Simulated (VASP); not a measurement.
Wanted: the native input for a VASP 6.6.1 run.

| Property | Result |
| --- | --- |
| Task | single point |
| Functional | r2SCAN |
| Dispersion | rVV10 |
| Potentials or basis | VASP PAW PBE potentials, release 64 (K_sv) |
| Cutoff | 520 eV |
| k mesh | 7 × 7 × 7 |
| Occupations | fermi-dirac, width 0.05 eV |
| Spin | no spin polarisation |
| Dipole correction | no |
| Further INCAR settings | ALGO = Normal; EDIFF = 1e-06; NBANDS = 10 |

The system is K.

```
K
1.0
     0.00000    3.34037    3.34037
     3.34037    0.00000    3.34037
     3.34037    3.34037    0.00000
K
1
Direct
  0.00000 0.00000 0.00000
```

This isn't the form of K at room conditions, which is bcc.

The input as run:

POSCAR

```
K
1.0
    0.0000000000      3.3403731915      3.3403731915
    3.3403731915      0.0000000000      3.3403731915
    3.3403731915      3.3403731915      0.0000000000
K
1
Direct
    0.0000000000      0.0000000000      0.0000000000
```

INCAR.step1

```
ALGO = Normal ; EDIFF = 1E-4
ENCUT = 520 ; GGA = PE
ISMEAR = -1 ; LASPH = T
LCHARG = F ; LREAL = F
LWAVE = T ; NBANDS = 10
NELM = 80 ; PREC = Accurate
SIGMA = 0.05
```

INCAR.step2

```
ALGO = Normal ; BPARAM = 11.95
CPARAM = 0.0093 ; EDIFF = 1E-6
ENCUT = 520 ; ISIF = 2
ISMEAR = -1 ; ISTART = 1
IVDW_NL = 2 ; LASPH = T
LCHARG = T ; LELF = T
LMIXTAU = T ; LREAL = F
LUSE_VDW = T ; LVHAR = T
LWAVE = F ; METAGGA = R2SCAN
NBANDS = 10 ; NELM = 80
PREC = Accurate ; SIGMA = 0.05
```

KPOINTS

```
k-points
0
Gamma
  7 7 7
```

Potentials or basis: VASP PAW PBE potentials, release 64 (K_sv).

Launch:

```sh
$ cat potpaw_PBE.64/K_sv/POTCAR > POTCAR
$ cp INCAR.step1 INCAR
$ mpirun -np 1 vasp_std > vasp.out
$ cp INCAR.step2 INCAR
$ mpirun -np 1 vasp_std > vasp.out
```

Results of the run:

```json
{
  "Pressure": "0.0 GPa",
  "Band gap on the k mesh": "zero (an odd number of electrons rules out a gap without spin polarisation)"
}
```

Caveat: the PAW data sets were made with another functional, which shifts forces and pressure a little.

Wall time 63 s on 1 thread of Intel(R) Xeon(R) 6975P-C (Granite Rapids), on a shared host, peak memory 0.38 GiB.
